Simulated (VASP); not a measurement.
# Be2H3 (Fd-3m) in VASP: a series of runs

The runs below take Be2H3 through single point, relaxation of cell and atoms, with PBE.

All numbers are computed with VASP 6.6.1; they aren't measurements. Logs are shortened: lines on timing, memory, paths and dates and some standing lists are left out, and cuts for length are marked.

### 1 The cell of the first run

It takes space group Fd-3m (No. 227, cubic). Conventional cell: a = 6.085 Å, b = 6.085 Å, c = 6.085 Å, α = 90.00°, β = 90.00°, γ = 90.00°. Within 2.8 Å of Be (site symmetry -3m) lie 6 Be at 2.15 Å and 12 H at 2.15 to 2.52 Å. H (site symmetry -3m) has 2 H at 1.32 Å within 1.8 Å. Within 1.8 Å of H (site symmetry -43m) lie 4 H at 1.32 Å.

### 2 Single point, PBE

Input file INCAR:

```
PREC = Accurate
ENCUT = 520
EDIFF = 1E-6
ISMEAR = 0
SIGMA = 0.1
LREAL = False
LASPH = True
NELM = 60
ALGO = Normal
ISIF = 2
LWAVE = False
LCHARG = False
GGA = PE
NBANDS = 18
```

Input file KPOINTS:

```
Automatic mesh
0
Gamma
  6 6 6
```

Input file POSCAR:

```
Be2H3
1.0
    0.0000000000      3.0423694645      3.0423694645
    3.0423694645      0.0000000000      3.0423694645
    3.0423694645      3.0423694645      0.0000000000
Be H
4 6
Direct
    0.1250000000      0.1250000000      0.1250000000
    0.1250000000      0.1250000000      0.6250000000
    0.1250000000      0.6250000000      0.1250000000
    0.6250000000      0.1250000000      0.1250000000
    0.6250000000      0.6250000000      0.6250000000
    0.6250000000      0.6250000000      0.1250000000
    0.6250000000      0.1250000000      0.6250000000
    0.1250000000      0.6250000000      0.6250000000
    0.7500000000      0.7500000000      0.7500000000
    0.5000000000      0.5000000000      0.5000000000
```

Potentials or basis: VASP PAW PBE potentials, release 64 (Be, H).

Launch:

```
cat potpaw_PBE.64/Be/POTCAR potpaw_PBE.64/H/POTCAR > POTCAR
mpirun -np 1 vasp_std > vasp.out
```

OUTCAR:

```text
PREC = Accurate
   ENCUT = 520
   EDIFF = 1E-6
   ISMEAR = 0
   LREAL = False
   LASPH = True
   NELM = 60
   ISIF = 2
   GGA = PE

 ion  position               nearest neighbor table
   1  0.125  0.125  0.125-   2 2.15   3 2.15   4 2.15   2 2.15   3 2.15   4 2.15
   2  0.125  0.125  0.625-   1 2.15   1 2.15   3 2.15   4 2.15   3 2.15   4 2.15
   3  0.125  0.625  0.125-   1 2.15   2 2.15   1 2.15   2 2.15   4 2.15   4 2.15
   4  0.625  0.125  0.125-   1 2.15   2 2.15   3 2.15   1 2.15   2 2.15   3 2.15
   5  0.625  0.625  0.625-
   6  0.625  0.625  0.125-
   7  0.625  0.125  0.625-
   8  0.125  0.625  0.625-
   9  0.750  0.750  0.750-
  10  0.500  0.500  0.500-

  LATTYP: Found a face centered cubic cell.
 ALAT       =     6.0847389290

  Lattice vectors:

 A1 = (   0.0000000000,   3.0423694645,   3.0423694645)
 A2 = (   3.0423694645,   0.0000000000,   3.0423694645)
 A3 = (   3.0423694645,   3.0423694645,   0.0000000000)

Analysis of symmetry for initial positions (statically):
=====================================================================
 Subroutine PRICEL returns:
 Original cell was already a primitive cell.

 Routine SETGRP: Setting up the symmetry group for a
 face centered cubic supercell.

 Subroutine GETGRP returns: Found 48 space group operations
 (whereof 24 operations were pure point group operations)
 out of a pool of 48 trial point group operations.

The static configuration has the point symmetry T_d .
 The point group associated with its full space group is O_h .

Analysis of symmetry for dynamics (positions and initial velocities):
=====================================================================
 Subroutine PRICEL returns:
 Original cell was already a primitive cell.

 Routine SETGRP: Setting up the symmetry group for a
 face centered cubic supercell.

 Subroutine GETGRP returns: Found 48 space group operations
 (whereof 24 operations were pure point group operations)
 out of a pool of 48 trial point group operations.

The dynamic configuration has the point symmetry T_d .
 The point group associated with its full space group is O_h .

 Subroutine INISYM returns: Found 48 space group operations
 (whereof 24 operations are pure point group operations),
 and found     1 'primitive' translations
[... 106 lines left out ...]
   IBRION =     -1    ionic relax: 0-MD 1-quasi-New 2-CG
   NFREE  =      0    steps in history (QN), initial steepest desc. (CG)
   ISIF   =      2    stress and relaxation
   ISYM   =      2    0-nonsym 1-usesym 2-fastsym
   POTIM  = 0.5000    time-step for ionic-motion
   TEBEG  =    0.0;   TEEND  =   0.0 temperature during run
   PSTRESS=    0.0 pullay stress
   NELECT =      14.0000    total number of electrons
   NUPDOWN=      -1.0000    fix difference up-down
   EMIN   =  10.00;   EMAX   =-10.00  energy-range for DOS
   EFERMI =   0.00;   METHOD = LEGACY
   ISMEAR =     0;   SIGMA  =   0.10  broadening in eV -4-tet -1-fermi 0-gaus
   EFERMI_NEDOS =   21; number of points for ismear=-14 and -15
   IALGO  =     38    algorithm
   IMIX   =      4    mixing-type and parameters
     AMIX     =   0.40;   BMIX     =  1.00
     AMIX_MAG =   1.60;   BMIX_MAG =  1.00
  volume/ion in A,a.u.               =       5.63        38.01
  Fermi-wavevector in a.u.,A,eV,Ry     =   1.029348  1.945186 14.416152  1.059557
  Thomas-Fermi vector in A             =   2.163391
   LORBIT       =      0    0 simple, 1 ext, 2 COOP (PROOUT), +10 PAW based schemes
   GGA     = PE    functional components
   LHFCALC =     F    Hartree Fock is set to
   AEXX    =    0.0000 exact exchange contribution
   IVDW    =     0    specifies the selected vdW correction
   LEPSILON=     F    determine dielectric tensor
   LRPA    =     F    only Hartree local field effects (RPA)
 non-spin polarized calculation
 Gauss-broadening in eV      SIGMA  =   0.10
  energy-cutoff  :      520.00
  volume of cell :       56.32
 maximum number of plane-waves:      1527
   NGX = 15   NGY = 15   NGZ = 15

 number of electron      14.0000000 magnetization

 Free energy of the ion-electron system (eV)
  ---------------------------------------------------
  ext. energy  EPLUGINS =         0.00000000
  ---------------------------------------------------
  free energy    TOTEN  =       -27.01549825 eV

  energy without entropy =      -27.00502950  energy(sigma->0) =      -27.01026387

 E-fermi :   4.8875     XC(G=0): -10.2560

 val. band max:        4.7091767152   @ k =  -0.3333   0.1667   0.0000
 cond. band min:       4.9014513535   @ k =   0.5000   0.1667   0.0000
 fundamental gap:      0.1922746383
 Fermi energy:         4.8875379072

 k-point     1 :       0.0000    0.0000    0.0000
  band No.  band energies     occupation
      1      -8.4058      2.00000
      2       0.1868      2.00000
      3       1.7969      2.00000
      4       2.2098      2.00000
      5       2.2098      2.00000
      6       2.2098      2.00000
[... 313 lines left out ...]
      5       1.5387      2.00000
      6       1.5387      2.00000
[... 10 lines left out ...]
     17      15.0662      0.00000
     18      15.0662      0.00000

------------------------ aborting loop because EDIFF is reached ----------------------------------------

  FORCE on cell =-STRESS in cart. coord.  units (eV):
  Direction    XX          YY          ZZ          XY          YZ          ZX
  --------------------------------------------------------------------------------------
  -------------------------------------------------------------------------------------
  Total       -0.0234876     -0.0234876     -0.0234876     -0.0000000      0.0000000     -0.0000000
  in kB       -0.6681646     -0.6681646     -0.6681646     -0.0000000      0.0000000     -0.0000000
  external PRESSURE =      -0.6681646 kB  Pullay stress =       0.0000000 kB

 VOLUME and BASIS-vectors are now :
 -----------------------------------------------------------------------------
  energy-cutoff  :      520.00
  volume of cell :       56.32
      direct lattice vectors                 reciprocal lattice vectors
     0.000000000  3.042369465  3.042369465    -0.164345588  0.164345588  0.164345588
     3.042369465  0.000000000  3.042369465     0.164345588 -0.164345588  0.164345588
     3.042369465  3.042369465  0.000000000     0.164345588  0.164345588 -0.164345588

 POSITION                                       TOTAL-FORCE (eV/Angst)
 -----------------------------------------------------------------------------------
      0.76059      0.76059      0.76059         0.000000     -0.000000     -0.000000
      2.28178      2.28178      0.76059         0.000000     -0.000000     -0.000000
      2.28178      0.76059      2.28178         0.000000     -0.000000     -0.000000
      0.76059      2.28178      2.28178         0.000000     -0.000000     -0.000000
      3.80296      3.80296      3.80296         0.000000     -0.000000     -0.000000
      2.28178      2.28178      3.80296         0.000000     -0.000000     -0.000000
      2.28178      3.80296      2.28178         0.000000     -0.000000     -0.000000
      3.80296      2.28178      2.28178         0.000000     -0.000000     -0.000000
      4.56355      4.56355      4.56355         0.000000      0.000000      0.000000
      3.04237      3.04237      3.04237        -0.000000     -0.000000     -0.000000
 -----------------------------------------------------------------------------------
    total drift:                               -0.000000     -0.000000      0.000000

  FREE ENERGIE OF THE ION-ELECTRON SYSTEM (eV)
  ---------------------------------------------------
  free  energy   TOTEN  =       -27.0154982459 eV

  energy  without entropy=      -27.0050295008  energy(sigma->0) =      -27.01026387
```

OSZICAR:

```text
N       E                     dE             d eps       ncg     rms          rms(c)
DAV:   1     0.216393266626E+01    0.21639E+01   -0.52754E+03   576   0.650E+02
DAV:   2    -0.262864299974E+02   -0.28450E+02   -0.25980E+02   764   0.113E+02
DAV:   3    -0.273569517541E+02   -0.10705E+01   -0.10549E+01   720   0.179E+01
DAV:   4    -0.273610749018E+02   -0.41231E-02   -0.41181E-02   752   0.130E+00
DAV:   5    -0.273610931994E+02   -0.18298E-04   -0.18296E-04   684   0.778E-02    0.307E+00
DAV:   6    -0.271118026789E+02    0.24929E+00   -0.10074E-01   704   0.180E+00    0.185E+00
DAV:   7    -0.270181830022E+02    0.93620E-01   -0.96054E-02   740   0.150E+00    0.382E-01
DAV:   8    -0.270154521302E+02    0.27309E-02   -0.70376E-03   706   0.473E-01    0.418E-02
DAV:   9    -0.270154936872E+02   -0.41557E-04   -0.37203E-04   690   0.117E-01    0.190E-02
DAV:  10    -0.270154977652E+02   -0.40780E-05   -0.82609E-06   698   0.163E-02    0.501E-03
DAV:  11    -0.270154982459E+02   -0.48066E-06   -0.14829E-06   566   0.731E-03
   1 F= -.27015498E+02 E0= -.27010264E+02  d E =-.104687E-01
```

stdout:

```text
POSCAR found type information on POSCAR BeH
 POSCAR found :  2 types and      10 ions
 scaLAPACK will be used
 LDA part: xc-table for (Slater+PW92), standard interpolation
 POSCAR, INCAR and KPOINTS ok, starting setup
 FFT: planning ... GRIDC
 FFT: planning ... GRID_SOFT
 FFT: planning ... GRID
 WAVECAR not read
 entering main loop
```

Run time: 10 s. Hardware: 1 thread of Intel Xeon Platinum 8559C (Emerald Rapids), shared host; peak memory 0.16 GiB.

What came out:

- Free energy: -27.0155 eV
- Pressure: -0.1 GPa
- Band gap on the k mesh: zero (band 7 reaches 7.19 eV, above the bottom of band 8 at 3.09 eV)

### 3 Relaxation of cell and atoms, PBE

This run uses another cell than the first one, of 3.98 Å³/atom, 0.706 times its volume.

Input file INCAR:

```
SYSTEM = Be2H3
ALGO     = Normal         ! electronic algorithm
EDIFF    = 1E-6           ! SCF threshold, eV
EDIFFG   = -0.04          ! ionic threshold
ENCUT    = 600            ! plane-wave cutoff, eV
GGA      = PE             ! functional
IBRION   = 2              ! ionic algorithm
ISIF     = 3              ! what is computed and relaxed
ISMEAR   = 0              ! smearing method
LASPH    = .True.         ! aspherical terms in the spheres
LCHARG   = .False.        ! write CHGCAR
LREAL    = .False.        ! projectors in reciprocal space
LWAVE    = .False.        ! write WAVECAR
NELM     = 80             ! most SCF steps
NSW      = 90             ! ionic steps
PREC     = Accurate       ! precision mode
SIGMA    = 0.1            ! smearing width, eV
```

Input file KPOINTS:

```
k-points
0
Gamma
  6 6 6
  0 0 0
```

Edit POSCAR of step 2 so:

```diff
@@ -2,5 +2,5 @@
 1.0
-    0.0000000000      3.0423694645      3.0423694645
-    3.0423694645      0.0000000000      3.0423694645
-    3.0423694645      3.0423694645      0.0000000000
+    0.0000000000      2.7089368900      2.7089368900
+    2.7089368900      0.0000000000      2.7089368900
+    2.7089368900      2.7089368900      0.0000000000
 Be H
```

Potentials or basis: VASP PAW PBE potentials, release 64 (Be, H).

Launch:

```
cat potpaw_PBE.64/Be/POTCAR potpaw_PBE.64/H/POTCAR > POTCAR
mpirun -np 1 vasp_std > vasp.out
```

Run time: 22 s. Hardware: 1 thread of Intel Xeon Platinum 8559C (Emerald Rapids), shared host; peak memory 0.17 GiB.

Results (log left out):

| Property | Result |
| --- | --- |
| Free energy | -26.9964 eV |
| Relaxed volume | 5.60 Å³/atom |
| Relaxed cell | a = 4.294 Å, b = 4.294 Å, c = 4.294 Å, α = 60.00°, β = 60.00°, γ = 60.00° |
| Space group after relaxing (to 0.05 Å) | Fd-3m (No. 227) |
| Energy gained by relaxing | 235.4 meV/atom |
| Ionic steps | 4 |
| Pressure after relaxing | 0.3 GPa |
| Band gap on the k mesh | zero (band 7 reaches 7.25 eV, above the bottom of band 8 at 3.12 eV) |

The path:
```csv
step,energy change (eV),largest force (eV/Å),pressure (GPa),volume (Å³)
1,0.0000,0.0000,58.86,39.76
2,-1.9928,0.0000,17.30,48.77
3,-2.3366,0.0000,3.31,54.40
4,-2.3545,0.0000,0.34,56.00
```

Final structure:
```cif
data_structure
_symmetry_space_group_name_H-M 'P 1'
_symmetry_Int_Tables_number 1
_cell_length_a 4.2944
_cell_length_b 4.2944
_cell_length_c 4.2944
_cell_angle_alpha 60.000
_cell_angle_beta 60.000
_cell_angle_gamma 60.000
_cell_volume 56.00
loop_
_atom_site_label
_atom_site_type_symbol
_atom_site_fract_x
_atom_site_fract_y
_atom_site_fract_z
_atom_site_occupancy
Be1 Be 0.12500 0.12500 0.12500 1
Be2 Be 0.12500 0.12500 0.62500 1
Be3 Be 0.12500 0.62500 0.12500 1
Be4 Be 0.62500 0.12500 0.12500 1
H1 H 0.62500 0.62500 0.62500 1
H2 H 0.62500 0.62500 0.12500 1
H3 H 0.62500 0.12500 0.62500 1
H4 H 0.12500 0.62500 0.62500 1
H5 H 0.75000 0.75000 0.75000 1
H6 H 0.50000 0.50000 0.50000 1
```

Levels at points of the mesh, in eV from the Fermi level:
```tsv
k point	band 3	band 4	band 5	band 6	band 7	band 8	band 9	band 10	band 11	band 12
(0.00, 0.00, 0.00)	-3.08	-2.69	-2.69	-2.69	-2.32	-1.81	-1.81	-1.81	1.52	1.52
(0.50, 0.00, 0.00)	-4.61	-4.30	-4.09	-4.09	-0.69	-0.69	1.96	2.53	2.53	2.81
(0.50, 0.50, 0.00)	-5.71	-5.71	-5.36	-5.36	2.32	2.32	3.72	3.72	5.35	5.35
```

Caveat: the volume moved by over 15 % at a fixed basis, so the end points are rough.
